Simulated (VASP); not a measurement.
# ZnSiP2 (I-42d) in VASP: notebook, part 2 of 2

VASP 6.6.1. Earlier steps stand in the parts before.

### 3 Single point, r2SCAN (19.48 Å³/atom)

Input file POSCAR:

```
ZnSiP2
1.0
   -2.7160530757      2.7160530757      5.2824669055
    2.7160530757     -2.7160530757      5.2824669055
    2.7160530757      2.7160530757     -5.2824669055
Zn Si P
2 2 4
Direct
    0.0000000000      0.0000000000      0.0000000000
    0.7500000000      0.2500000000      0.5000000000
    0.5000000000      0.5000000000      0.0000000000
    0.2500000000      0.7500000000      0.5000000000
    0.3750000000      0.3928594239      0.5178594239
    0.8750000000      0.8571405761      0.4821405761
    0.6071405761      0.1250000000      0.9821405761
    0.1428594239      0.6250000000      0.0178594239
```

Input file INCAR.step1:

```
PREC = Accurate
ENCUT = 550
ISMEAR = 0
SIGMA = 0.02
LREAL = False
LASPH = True
NELM = 120
NBANDS = 36
GGA = PE
ALGO = Normal
EDIFF = 1E-5
LWAVE = True
LCHARG = False
GGA_COMPAT = False
```

Input file INCAR.step2:

```
PREC = Accurate
ENCUT = 550
EDIFF = 1E-6
ISMEAR = 0
SIGMA = 0.02
LREAL = False
LASPH = True
NELM = 120
ALGO = Normal
ISIF = 2
LWAVE = False
LCHARG = False
METAGGA = R2SCAN
LMIXTAU = True
NBANDS = 36
ISTART = 1
GGA_COMPAT = False
```

Input file KPOINTS:

```
Automatic mesh
0
Gamma
  8 8 8
```

Potentials or basis: VASP PAW PBE potentials, release 64 (Zn, Si, P).

Run with:

```bash
$ cat potpaw_PBE.64/Zn/POTCAR potpaw_PBE.64/Si/POTCAR potpaw_PBE.64/P/POTCAR > POTCAR
$ cp INCAR.step1 INCAR
$ mpirun -np 1 vasp_std > vasp.out
$ cp INCAR.step2 INCAR
$ mpirun -np 1 vasp_std > vasp.out
```

OUTCAR:

```text
PREC = Accurate
   ENCUT = 550
   EDIFF = 1E-6
   ISMEAR = 0
   LREAL = False
   LASPH = True
   NELM = 120
   ISIF = 2
   METAGGA = R2SCAN
   ISTART = 1

 ion  position               nearest neighbor table
   1  0.000  0.000  0.000-   5 2.39   7 2.39   8 2.39   6 2.39
   2  0.750  0.250  0.500-   8 2.39   5 2.39   6 2.39   7 2.39
   3  0.500  0.500  0.000-   5 2.28   6 2.28   8 2.28   7 2.28
   4  0.250  0.750  0.500-   8 2.28   7 2.28   5 2.28   6 2.28
   5  0.375  0.393  0.518-   3 2.28   4 2.28   2 2.39   1 2.39
   6  0.875  0.857  0.482-   3 2.28   4 2.28   1 2.39   2 2.39
   7  0.607  0.125  0.982-   4 2.28   3 2.28   2 2.39   1 2.39
   8  0.143  0.625  0.018-   4 2.28   3 2.28   1 2.39   2 2.39

  LATTYP: Found a body centered tetragonal cell.
 ALAT       =     5.4321061514
 C/A-ratio  =     1.9449056253

  Lattice vectors:

 A1 = (  -2.7160530757,   2.7160530757,   5.2824669055)
 A2 = (   2.7160530757,  -2.7160530757,   5.2824669055)
 A3 = (   2.7160530757,   2.7160530757,  -5.2824669055)

[... 185 lines left out ...]
  free energy    TOTEN  =       -74.45676366 eV

  energy without entropy =      -74.45676366  energy(sigma->0) =      -74.45676366

 E-fermi :   4.2849     XC(G=0): -10.2251

 val. band max:        4.1754183515   @ k =   0.0000   0.0000   0.0000
 cond. band min:       5.8055925489   @ k =   0.0000   0.0000   0.0000
 fundamental gap:      1.6301741973
 Fermi energy:         4.2848657025

 k-point     1 :       0.0000    0.0000    0.0000
  band No.  band energies     occupation
      1      -9.2424      2.00000
      2      -6.2722      2.00000
      3      -6.2636      2.00000
      4      -6.2636      2.00000
      5      -4.6359      2.00000
      6      -2.7027      2.00000
[... 925 lines left out ...]
     35       9.7642      0.00000
     36      10.2726      0.00000

 [... further k-points ...]
[... 5 lines left out ...]
  --------------------------------------------------------------------------------------
  -------------------------------------------------------------------------------------
  Total       -2.7417114     -2.7417114     -2.7343967      0.0000000     -0.0000000      0.0000000
  in kB      -28.1811712    -28.1811712    -28.1059860      0.0000000     -0.0000000      0.0000000
  external PRESSURE =     -28.1561094 kB  Pullay stress =       0.0000000 kB

 VOLUME and BASIS-vectors are now :
 -----------------------------------------------------------------------------
  energy-cutoff  :      550.00
  volume of cell :      155.87
      direct lattice vectors                 reciprocal lattice vectors
    -2.716053076  2.716053076  5.282466905     0.000000000  0.184090659  0.094652746
     2.716053076 -2.716053076  5.282466905     0.184090659  0.000000000  0.094652746
     2.716053076  2.716053076 -5.282466905     0.184090659  0.184090659  0.000000000

 POSITION                                       TOTAL-FORCE (eV/Angst)
 -----------------------------------------------------------------------------------
      0.00000      0.00000      0.00000         0.000000     -0.000000      0.000000
     -0.00000      2.71605      2.64123         0.000000      0.000000     -0.000000
      0.00000      0.00000      5.28247         0.000000      0.000000     -0.000000
      2.71605     -0.00000      2.64123         0.000000      0.000000     -0.000000
      1.45504      1.35803      1.32062         0.036651      0.000000     -0.000000
      1.26101      1.35803      6.60308        -0.036651     -0.000000      0.000000
      1.35803      3.97707     -1.32062         0.000000     -0.036651      0.000000
      1.35803     -1.26101      3.96185         0.000000      0.036651     -0.000000
 -----------------------------------------------------------------------------------
    total drift:                                0.000000      0.000000      0.000000

  FREE ENERGIE OF THE ION-ELECTRON SYSTEM (eV)
  ---------------------------------------------------
  free  energy   TOTEN  =       -74.4567636603 eV

  energy  without entropy=      -74.4567636603  energy(sigma->0) =      -74.45676366
```

OUTCAR.step1:

```text
PREC = Accurate
   ENCUT = 550
   ISMEAR = 0
   LREAL = False
   LASPH = True
[... 1183 lines left out ...]
      1.45504      1.35803      1.32062         0.009227      0.000000      0.000000
      1.26101      1.35803      6.60308        -0.009227      0.000000     -0.000000
      1.35803      3.97707     -1.32062         0.000000     -0.009227     -0.000000
      1.35803     -1.26101      3.96185        -0.000000      0.009227      0.000000
 -----------------------------------------------------------------------------------
    total drift:                               -0.000000     -0.000000     -0.000001

  FREE ENERGIE OF THE ION-ELECTRON SYSTEM (eV)
  ---------------------------------------------------
  free  energy   TOTEN  =       -37.2036420472 eV

  energy  without entropy=      -37.2036420472  energy(sigma->0) =      -37.20364205
```

OSZICAR.step1:

```text
N       E                     dE             d eps       ncg     rms          rms(c)
DAV:   1     0.334866868602E+03    0.33487E+03   -0.23138E+04  4248   0.153E+03
DAV:   2    -0.420112168923E+00   -0.33529E+03   -0.31961E+03  4304   0.339E+02
DAV:   3    -0.372453870958E+02   -0.36825E+02   -0.36180E+02  5076   0.111E+02
DAV:   4    -0.384568097851E+02   -0.12114E+01   -0.12061E+01  5220   0.196E+01
DAV:   5    -0.384783442816E+02   -0.21534E-01   -0.21519E-01  5232   0.275E+00    0.112E+01
DAV:   6    -0.372737166155E+02    0.12046E+01   -0.30643E+00  5828   0.440E+01    0.768E+00
DAV:   7    -0.372125466752E+02    0.61170E-01   -0.22931E+00  4688   0.903E+00    0.345E+00
DAV:   8    -0.372049891841E+02    0.75575E-02   -0.52683E-02  5256   0.122E+00    0.131E+00
DAV:   9    -0.372032265988E+02    0.17626E-02   -0.17547E-02  6232   0.101E+00    0.191E-01
DAV:  10    -0.372033509885E+02   -0.12439E-03   -0.15169E-03  5336   0.404E-01    0.127E-01
DAV:  11    -0.372035970638E+02   -0.24608E-03   -0.50316E-04  4888   0.137E-01    0.522E-02
DAV:  12    -0.372036354324E+02   -0.38369E-04   -0.54380E-05  5028   0.984E-02    0.133E-02
DAV:  13    -0.372036420472E+02   -0.66148E-05   -0.17646E-05  3724   0.286E-02
   1 F= -.37203642E+02 E0= -.37203642E+02  d E =-.156439E-21
```

Run time: 40 min. Hardware: 1 thread of Oxide Virtual Turin-like, shared host; peak memory 0.55 GiB.

What came out:

- Free energy: -74.4568 eV
- Pressure: -2.8 GPa
- Largest force: 0.037 eV/Å
- Band gap on the k mesh: 1.63 eV

Forces in eV/Å, atoms in the order of the input:
```
Zn   0.000  0.000  0.000
Zn   0.000  0.000  0.000
Si   0.000  0.000  0.000
Si   0.000  0.000  0.000
P    0.037  0.000  0.000
P   -0.037  0.000  0.000
P    0.000 -0.037  0.000
P    0.000  0.037  0.000
```

Levels at points of the mesh, in eV from the valence-band top:
| k point | band 22 | band 23 | band 24 | band 25 | band 26 | band 27 | band 28 | band 29 | band 30 | band 31 |
| --- | --- | --- | --- | --- | --- | --- | --- | --- | --- | --- |
| (0.00, 0.00, 0.00) | -2.33 | -2.33 | -0.13 | -0.13 | 0.00 | 1.63 | 2.22 | 2.91 | 3.60 | 3.60 |
| (0.50, 0.00, 0.00) | -2.75 | -2.16 | -1.74 | -1.43 | -0.76 | 3.03 | 3.18 | 3.25 | 4.56 | 4.67 |
| (0.50, 0.50, 0.00) | -1.86 | -1.05 | -1.05 | -0.55 | -0.55 | 2.27 | 2.27 | 3.48 | 3.48 | 4.22 |
| (0.50, 0.50, 0.50) | -2.18 | -1.90 | -1.90 | -1.10 | -1.10 | 1.84 | 1.84 | 2.03 | 2.03 | 2.90 |

Caveat: the PAW data sets were made with another functional, which shifts forces and pressure a little. A k mesh can miss the band edges.
